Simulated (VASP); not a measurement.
# Na: single point with PBEsol

The system is Na.

```
Na
1.0
     3.72449    0.00000    0.00000
    -1.86225    3.22550    0.00000
     0.00000    0.00000    6.05147
Na
2
Direct
  0.33333 0.66667 0.25000
  0.66667 0.33333 0.75000
```

| Quantity | Value |
| --- | --- |
| Program | VASP 6.6.1 |
| Task | single point |
| Functional | PBEsol |
| Potentials or basis | VASP PAW PBE potentials, release 64 (Na_pv) |
| Cutoff | 520 eV |
| k mesh | 12 × 12 × 8 |
| Occupations | fermi-dirac, width 0.1 eV |
| Spin | no spin polarisation |
| Dipole correction | no |
| Further INCAR settings | ALGO = Normal; EDIFF = 1e-06; NBANDS = 14 |

* Pressure: 0.0 GPa
* Band gap on the k mesh: zero (band 7 reaches 2.44 eV, above the bottom of band 8 at -1.91 eV)

Levels at points of the mesh, in eV from the Fermi level:
| k point | band 3 | band 4 | band 5 | band 6 | band 7 | band 8 | band 9 | band 10 | band 11 | band 12 |
| --- | --- | --- | --- | --- | --- | --- | --- | --- | --- | --- |
| (0.00, 0.00, 0.00) | -24.77 | -24.76 | -24.76 | -24.76 | -3.32 | 0.58 | 1.02 | 10.05 | 10.05 | 10.44 |
| (0.50, 0.00, 0.00) | -24.78 | -24.77 | -24.77 | -24.77 | 0.23 | 0.36 | 3.89 | 3.93 | 4.45 | 4.67 |
| (0.00, 0.00, 0.50) | -24.76 | -24.76 | -24.76 | -24.76 | -2.26 | -2.26 | 5.65 | 5.65 | 10.65 | 10.65 |
| (0.50, 0.00, 0.50) | -24.77 | -24.77 | -24.77 | -24.77 | 1.06 | 1.06 | 1.57 | 1.57 | 7.76 | 7.76 |

Run time: 55 s on 1 thread of Intel(R) Xeon(R) Platinum 8259CL CPU @ 2.50GHz (Skylake/Cascade Lake), with other jobs on the host, peak memory 0.21 GiB.

Caveat: the PAW data sets were made with another functional, which shifts forces and pressure a little.
